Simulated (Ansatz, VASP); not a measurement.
## Al in VASP and in Ansatz

```
Al
1.0
     0.00000    2.02065    2.02065
     2.02065    0.00000    2.02065
     2.02065    2.02065    0.00000
Al
1
Direct
  0.00000 0.00000 0.00000
```

Alike in both runs: task single point; functional PBE; k mesh 10 × 10 × 10; occupations gaussian, width 0.3 eV; no spin polarisation.

|  | VASP | Ansatz |
| --- | --- | --- |
| version | VASP 6.6.1 | Ansatz 0.2.0 |
| potentials or method | VASP PAW PBE potentials, release 64 (Al), cutoff 500 eV | PAW, plane waves, scalar-relativistic |
| valence electrons in the cell | 3 | 3 |

```csv
,VASP,Ansatz,Ansatz less VASP
pressure (GPa),0.0,0.0,+0.04
```
